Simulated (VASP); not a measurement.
Input of a VASP 6.6.1 run:

File INCAR:

```
PREC     = Accurate       # precision mode
ENCUT    = 520            # plane-wave cutoff, eV
EDIFF    = 1E-7           # SCF threshold, eV
ISMEAR   = 0              # smearing method
SIGMA    = 0.1            # smearing width, eV
LREAL    = False          # projectors in reciprocal space
LASPH    = True           # aspherical terms in the spheres
NELM     = 80             # most SCF steps
ALGO     = Normal         # electronic algorithm
ISIF     = 2              # what is computed and relaxed
LWAVE    = False          # write WAVECAR
LCHARG   = False          # write CHGCAR
GGA      = PE             # functional
NBANDS   = 28             # bands
```

The input KPOINTS:

```
regular mesh
0
Gamma
  6 6 6
```

File POSCAR:

```
SnGe2
1.0
    0.0000000000      3.3728627911      3.3728627911
    3.3728627911      0.0000000000      3.3728627911
    3.3728627911      3.3728627911      0.0000000000
Sn Ge
1 2
Direct
    0.0000000000      0.0000000000      0.0000000000
    0.2500000000      0.2500000000      0.2500000000
    0.5000000000      0.5000000000      0.5000000000
```

Potentials or basis: VASP PAW PBE potentials, release 64 (Sn_d, Ge_d).

Command:

```bash
$ cat potpaw_PBE.64/Sn_d/POTCAR potpaw_PBE.64/Ge_d/POTCAR > POTCAR
$ mpirun -np 1 vasp_std > vasp.out
```

(1) What does it give for the pressure?

(2) Predict the band gap on the k mesh.

Results:

(1) 0.0 GPa.

(2) zero (bands 21 and 22 overlap by 1.39 eV).

Caveat: spin-orbit coupling is left out, which moves the levels of the heavy elements.
